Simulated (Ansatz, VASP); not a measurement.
# BeS in VASP and in Ansatz

```xyz
2
Lattice="0.0000 2.4584 2.4584 2.4584 0.0000 2.4584 2.4584 2.4584 0.0000" Properties=species:S:1:pos:R:3 pbc="T T T"
Be    0.0000    0.0000    0.0000
S     1.2292    1.2292    1.2292
```

Alike in both runs: task single point; functional r2SCAN; k mesh 8 × 8 × 8; occupations gaussian, width 0.02 eV; no spin polarisation.

```csv
,VASP,Ansatz
version,VASP 6.6.1,Ansatz 0.2.0
potentials or method,"VASP PAW PBE potentials, release 64 (Be, S), cutoff 520 eV","scalar-relativistic, plane waves, PAW"
valence electrons in the cell,8,8
```

|  | VASP | Ansatz | Ansatz less VASP |
| --- | --- | --- | --- |
| gap on the k mesh at the Fermi level (eV) | 3.66 | 3.65 | -0.009 |
| least direct gap on the mesh (eV) | 6.23 | 6.23 | -0.006 |
| pressure (GPa) | -2.5 | -2.7 | -0.24 |

VASP's potentials were made for PBE, not for r2SCAN. With one functional, cell and mesh, what is left measures potentials, basis and numerics.
